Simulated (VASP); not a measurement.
# InP (Fm-3m) in VASP: a series of runs, part 3 of 3

VASP 6.6.1.

**5. Vibrations by perturbation theory, LDA**

This run uses another cell than the first one, of 17.23 Å³/atom.

INCAR reads:

```
SYSTEM = InP
ALGO = Normal
EDIFF = 1E-8
ENCUT = 520
GGA = CA
IBRION = 8
ISIF = 2
ISMEAR = -1
LASPH = .TRUE.
LCHARG = .TRUE.
LREAL = .FALSE.
LWAVE = .FALSE.
NBANDS = 16
NELM = 80
NSW = 1
PREC = Accurate
SIGMA = 0.15
```

KPOINTS reads:

```
k-points
0
G
  14 14 14
  0 0 0
```

POSCAR reads:

```
InP
1.0
    0.0000000000      2.5826107392      2.5826107392
    2.5826107392      0.0000000000      2.5826107392
    2.5826107392      2.5826107392      0.0000000000
In P
1 1
Direct
    0.0000000000      0.0000000000      0.0000000000
    0.5000000000      0.5000000000      0.5000000000
```

Potentials or basis: VASP PAW LDA potentials, release 64 (In_d, P).

Command:

```
cat potpaw_LDA.64/In_d/POTCAR potpaw_LDA.64/P/POTCAR > POTCAR
mpirun -np 1 vasp_std > vasp.out
```

OUTCAR:

```text
SYSTEM = InP
   EDIFF = 1E-8
   ENCUT = 520
   GGA = CA
   IBRION = 8
   ISIF = 2
   ISMEAR = -1
   LASPH = .TRUE.
   LREAL = .FALSE.
   NELM = 80
   NSW = 1
   PREC = Accurate

 ion  position               nearest neighbor table
   1  0.000  0.000  0.000-   2 2.58   2 2.58   2 2.58   2 2.58   2 2.58   2 2.58
   2  0.500  0.500  0.500-   1 2.58   1 2.58   1 2.58   1 2.58   1 2.58   1 2.58

  LATTYP: Found a face centered cubic cell.
 ALAT       =     5.1652214784

  Lattice vectors:

 A1 = (   0.0000000000,   2.5826107392,   2.5826107392)
 A2 = (   2.5826107392,   0.0000000000,   2.5826107392)
 A3 = (   2.5826107392,   2.5826107392,   0.0000000000)

Analysis of symmetry for initial positions (statically):
=====================================================================
 Subroutine PRICEL returns:
 Original cell was already a primitive cell.

 Routine SETGRP: Setting up the symmetry group for a
 face centered cubic supercell.

 Subroutine GETGRP returns: Found 48 space group operations
 (whereof 48 operations were pure point group operations)
 out of a pool of 48 trial point group operations.

The static configuration has the point symmetry O_h .

Analysis of symmetry for dynamics (positions and initial velocities):
=====================================================================
 Subroutine PRICEL returns:
 Original cell was already a primitive cell.

 Routine SETGRP: Setting up the symmetry group for a
[... 642 lines left out ...]
      2.58261      2.58261      2.58261        -0.000000      0.000000     -0.000000
 -----------------------------------------------------------------------------------
    total drift:                               -0.000000      0.000000      0.000000

  FREE ENERGIE OF THE ION-ELECTRON SYSTEM (eV)
  ---------------------------------------------------
  free  energy   TOTEN  =        -9.0881607675 eV

  energy  without entropy=       -9.0308922703  energy(sigma->0) =       -9.05952652

[... ionic steps 2 to 3 ...]

--------------------------------------- Ionic step        4  -------------------------------------------

------------------------ aborting loop because EDIFF is reached ----------------------------------------

[... ionic steps 5 to 6 ...]

--------------------------------------- Ionic step        7  -------------------------------------------

 Free energy of the ion-electron system (eV)
  ---------------------------------------------------
  ---------------------------------------------------
  free energy    TOTEN  =        -0.04764690 eV

  energy without entropy =       -0.04764690

------------------------ aborting loop because EDIFF is reached ----------------------------------------

 INTERNAL STRAIN TENSOR  FOR ION    2  DIRECTION 1   (eV/Angst):
 -----------------------------------------------------------------------------
    -0.06441  0.00000 -0.00000
     0.00000  0.03738  0.00000
    -0.00000  0.00000  0.03738

 INTERNAL STRAIN TENSOR FOR ION    2 for displacements in x,y,z  (eV/Angst):
          X           Y           Z          XY          YZ          ZX
  --------------------------------------------------------------------------------
  x     0.00000     0.00000     0.00000     0.00000     0.00000     0.00000
  y     0.00000     0.00000     0.00000     0.00000     0.00000     0.00000
  z     0.00000     0.00000     0.00000     0.00000     0.00000     0.00000

 SECOND DERIVATIVES (NOT SYMMETRIZED)
 ------------------------------------
               1X          1Y          1Z          2X          2Y          2Z
  1X    -6.068023    0.000000    0.000000    6.068023    0.000000    0.000000
  1Y     0.000000   -6.068023    0.000000    0.000000    6.068023    0.000000
  1Z     0.000000    0.000000   -6.068023    0.000000    0.000000    6.068023
  2X     6.047777    0.000000    0.000000   -6.047777    0.000000    0.000000
  2Y     0.000000    6.047777    0.000000    0.000000   -6.047777    0.000000
  2Z     0.000000    0.000000    6.047777    0.000000    0.000000   -6.047777

 Eigenvectors and eigenvalues of the dynamical matrix
 ----------------------------------------------------

   1 f  =    7.786916 THz    48.926638 2PiTHz  259.743568 cm-1    32.204083 meV
             X         Y         Z           dx          dy          dz
      0.000000  0.000000  0.000000     0.000000    0.461531    0.000000
      2.582611  2.582611  2.582611     0.000000   -0.887124    0.000000
[... 21 lines left out ...]
   6 f/i=    0.005328 THz     0.033476 2PiTHz    0.177716 cm-1     0.022034 meV
             X         Y         Z           dx          dy          dz
      0.000000  0.000000  0.000000     0.000000    0.000000    0.887124
      2.582611  2.582611  2.582611     0.000000    0.000000    0.461531

--------------------------------------------------------------------------------------------------------

 ELASTIC MODULI CONTR FROM IONIC RELAXATION (kBar)
 Direction    XX          YY          ZZ          XY          YZ          ZX
 --------------------------------------------------------------------------------
 XX           0.0000      0.0000      0.0000      0.0000      0.0000      0.0000
 YY           0.0000      0.0000      0.0000      0.0000      0.0000      0.0000
 ZZ           0.0000      0.0000      0.0000      0.0000      0.0000      0.0000
 XY           0.0000      0.0000      0.0000      0.0000      0.0000      0.0000
 YZ           0.0000      0.0000      0.0000      0.0000      0.0000      0.0000
 ZX           0.0000      0.0000      0.0000      0.0000      0.0000      0.0000
 --------------------------------------------------------------------------------
```

OSZICAR:

```text
N       E                     dE             d eps       ncg     rms          rms(c)
DAV:   1     0.106988560856E+03    0.10699E+03   -0.85362E+03  3400   0.143E+03
DAV:   2    -0.304626030024E+01   -0.11003E+03   -0.10524E+03  3760   0.313E+02
DAV:   3    -0.933117795147E+01   -0.62849E+01   -0.62007E+01  4416   0.712E+01
DAV:   4    -0.946467981001E+01   -0.13350E+00   -0.13346E+00  4096   0.103E+01
[... 43 lines left out ...]
RMM:   9    -0.476462455595E-01    0.48634E-06    0.39842E-07 15100   0.535E-04    0.183E-04
RMM:  10    -0.476469063944E-01   -0.66083E-06    0.10826E-07 15498   0.198E-04    0.116E-04
RMM:  11    -0.476469268151E-01   -0.20421E-07    0.98978E-09 15978   0.814E-05    0.979E-05
RMM:  12    -0.476469034397E-01    0.23375E-07    0.92632E-10 15484   0.375E-05    0.249E-05
RMM:  13    -0.476469047850E-01   -0.13453E-08    0.29758E-08 15646   0.207E-05    0.182E-06
 Linear response finished
```

stdout:

```text
POSCAR found type information on POSCAR InP
 POSCAR found :  2 types and       2 ions
 scaLAPACK will be used
 LDA part: xc-table for (Slater(with rela. corr.)+CA(PZ))
 , standard interpolation
 POSCAR, INCAR and KPOINTS ok, starting setup
 FFT: planning ... GRIDC
 FFT: planning ... GRID_SOFT
 FFT: planning ... GRID
 WAVECAR not read
 entering main loop
 Linear response reoptimize wavefunctions to high precision
 Linear response DOF=           2
 Linear response progress:
 first order change of Fermi-energy  -0.55524E-03
 force on displaced ion       1 direction 1 :  -6.068   0.000   0.000
 Linear response progress:
 first order change of Fermi-energy   0.16339E-02
 force on displaced ion       2 direction 1 :  -6.048   0.000   0.000
 Linear response finished
```

It took 3.4 min on 1 thread of Intel Xeon 6975P-C (Granite Rapids), shared host; peak memory 0.42 GiB.

Results:

| Property | Result |
| --- | --- |
| Highest phonon frequency at Γ, LO-TO splitting left out | 260 cm⁻¹ |

Phonon frequencies in cm⁻¹ (negative: imaginary):
| q point | frequencies |
| --- | --- |
| (0.000, 0.000, 0.000) | 0 0 0 260 260 260 |

Caveat: the cell stands under pressure or tension, which shifts response properties; spin-orbit coupling is left out, which moves the levels of the heavy elements.
